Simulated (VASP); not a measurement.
A run of VASP 6.6.1 is set up as follows.

Contents of INCAR:

```
  ALGO = Normal
  EDIFF = 1E-6
  ENCUT = 520
  GGA = CA
  ISIF = 2
  ISMEAR = -1
  LASPH = True
  LCHARG = False
  LREAL = False
  LWAVE = False
  NBANDS = 12
  NELM = 60
  PREC = Accurate
  SIGMA = 0.08
```

Contents of KPOINTS:

```
k-points
0
Gamma
  13 13 13
```

File POSCAR:

```
Y
1.0
    0.0000000000      2.4523666429      2.4523666429
    2.4523666429      0.0000000000      2.4523666429
    2.4523666429      2.4523666429      0.0000000000
Y
1
Direct
    0.0000000000      0.0000000000      0.0000000000
```

Potentials or basis: VASP PAW LDA potentials, release 64 (Y_sv).

Run with:

```bash
$ cat potpaw_LDA.64/Y_sv/POTCAR > POTCAR
$ mpirun -np 1 vasp_std > vasp.out
```

What does it give for the band gap on the k mesh?

Zero (an odd number of electrons rules out a gap without spin polarisation).

What does it give for the pressure?

-0.2 GPa.
